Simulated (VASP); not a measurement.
**ZnCd2Te3: single point with PBE**

The system is ZnCd2Te3.

```
Zn Cd Te
1.0
     4.27421    0.00000    0.00000
     0.00000    4.27421    0.00000
     0.00000    0.00000   10.60716
Zn Cd Te
1 2 3
Direct
  0.00000 0.00000 0.00000
  0.50000 0.00000 0.50000
  0.00000 0.50000 0.50000
  0.50000 0.50000 0.70175
  0.50000 0.50000 0.29825
  0.50000 0.50000 0.00000
```

The cell was generated, and may not be a known phase.

```
Program                : VASP 6.6.1
Task                   : single point
Functional             : PBE
Potentials or basis    : VASP PAW PBE potentials, release 64 (Zn, Cd, Te)
Cutoff                 : 520 eV
k mesh                 : 4 × 4 × 2
Occupations            : gaussian, width 0.1 eV
Spin                   : no spin polarisation
Dipole correction      : no
Further INCAR settings : ALGO = Normal; EDIFF = 1e-06; NBANDS = 36
```

```yaml
Pressure: 0.0 GPa
Largest_force: 0.043 eV/Å
Band_gap_on_the_k_mesh: zero (bands 27 and 28 overlap by 1.91 eV)
```

Forces in eV/Å, atoms in the order of the input:
```
Zn   0.000  0.000  0.000
Cd   0.000  0.000  0.000
Cd   0.000  0.000  0.000
Te   0.000  0.000  0.043
Te   0.000  0.000 -0.043
Te   0.000  0.000  0.000
```

Stress tensor (GPa, compression positive):
```
 0.17  0.00  0.00
 0.00  0.17  0.00
 0.00  0.00 -0.30
```

Levels at points of the mesh, in eV from the Fermi level:
```csv
k point,band 25,band 26,band 27,band 28,band 29,band 30
"(0.00, 0.00, 0.00)",-1.15,-0.43,-0.43,0.61,0.82,2.10
"(0.50, 0.00, 0.00)",-0.23,-0.22,0.16,1.40,1.66,2.18
"(0.50, 0.50, 0.00)",-2.80,-2.80,-2.19,-1.09,1.42,1.42
"(0.00, 0.00, 0.50)",-1.61,-1.32,-0.14,-0.14,2.10,2.11
"(0.50, 0.00, 0.50)",-0.95,-0.87,-0.38,0.22,2.60,2.73
"(0.50, 0.50, 0.50)",-2.45,-2.19,-1.11,-0.54,-0.23,1.04
```

Run time: 70 s on 1 thread of Intel(R) Xeon(R) Platinum 8259CL CPU @ 2.50GHz (Skylake/Cascade Lake) (shared host), peak memory 0.31 GiB.

Caveat: the k points lie up to 0.37 Å⁻¹ apart, too coarse for converged energies and pressures of a metal; spin-orbit coupling is left out, which moves the levels of the heavy elements.
